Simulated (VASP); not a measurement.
Ti2Ge: relaxation of cell and atoms with PBE

Crystal: Ti2Ge.

```
CELL_PARAMETERS angstrom
0.00000 3.75479 3.75479
3.75479 0.00000 3.75479
3.75479 3.75479 0.00000
ATOMIC_POSITIONS crystal
Ti 0.39895 0.39895 0.39895
Ti 0.39895 0.39895 0.80315
Ti 0.39895 0.80315 0.39895
Ti 0.80315 0.39895 0.39895
Ge 0.25000 0.25000 0.25000
Ge 0.00000 0.00000 0.00000
```

The cell was built from a structure type or drawn by symmetry, and may not be a known phase.

```yaml
Program: VASP 6.6.1
Task: relaxation of cell and atoms
Functional: PBE
Potentials_or_basis: VASP PAW PBE potentials, release 64 (Ti_sv, Ge_d)
Cutoff: 600 eV
k_mesh: 4 × 4 × 4
Occupations: gaussian, width 0.1 eV
Spin: no spin polarisation
Dipole_correction: no
Further_INCAR_settings: ALGO = Normal; EDIFF = 1e-07; IBRION = 2; EDIFFG = -0.04; NSW = 90; ISIF = 3
```

| Item | Value |
| --- | --- |
| Relaxed volume | 32.10 Å³/atom |
| Relaxed cell | a = 6.482 Å, b = 6.482 Å, c = 6.482 Å, α = 60.00°, β = 60.00°, γ = 60.00° |
| Space group after relaxing (to 0.1 Å) | F-43m (No. 216) |
| Energy gained by relaxing | 1495.1 meV/atom |
| Ionic steps | 11 |
| Pressure after relaxing | 0.0 GPa |
| Largest force after relaxing | 0.004 eV/Å |
| Band gap on the k mesh | zero (bands 38 and 39 overlap by 0.18 eV) |

Forces on the atoms (eV/Å):
```
Ti  -0.002 -0.002 -0.002
Ti   0.002  0.002 -0.002
Ti   0.002 -0.002  0.002
Ti  -0.002  0.002  0.002
Ge   0.000  0.000  0.000
Ge   0.000  0.000  0.000
```

Step by step:
```
step  energy change (eV)  largest force (eV/Å)  pressure (GPa)  volume (Å³)
   1              0.0000                4.3565           54.67       105.87
   2             -6.8143                4.0841           -0.48       227.54
   3             -7.5354                3.8843            5.59       167.48
   4             -7.5253                4.3127            3.07       184.94
   5             -8.6189                0.1770           -3.59       221.04
   6             -8.7623                0.6839           -2.22       210.81
   7             -8.7626                0.7359           -2.13       210.28
   8             -8.9446                0.3798           -0.67       197.21
   9             -8.9674                0.1470            0.25       191.18
  10             -8.9674                0.1629            0.19       191.55
  11             -8.9704                0.0035           -0.02       192.62
```

Final structure:
```
CELL_PARAMETERS angstrom
0.00000 4.58380 4.58380
4.58380 0.00000 4.58380
4.58380 4.58380 0.00000
ATOMIC_POSITIONS crystal
Ti 0.40063 0.40063 0.40063
Ti 0.40063 0.40063 0.79811
Ti 0.40063 0.79811 0.40063
Ti 0.79811 0.40063 0.40063
Ge 0.25000 0.25000 0.25000
Ge 0.00000 0.00000 0.00000
```

Levels at points of the mesh, in eV from the Fermi level:
| k point | band 36 | band 37 | band 38 | band 39 | band 40 | band 41 |
| --- | --- | --- | --- | --- | --- | --- |
| (0.00, 0.00, 0.00) | -0.70 | -0.11 | -0.11 | 0.06 | 0.06 | 0.06 |
| (0.50, 0.00, 0.00) | -0.21 | -0.21 | 0.06 | 0.21 | 0.21 | 0.33 |
| (0.50, 0.50, 0.00) | -0.46 | -0.31 | -0.11 | -0.11 | -0.05 | 0.20 |

Wall time 18 min on 1 thread of Intel Xeon 8259CL, with other jobs on the host, peak memory 0.28 GiB.

Caveat: the k points lie up to 0.30 Å⁻¹ apart in the final cell; the volume moved by over 15 % at a fixed basis, so the end points are rough.
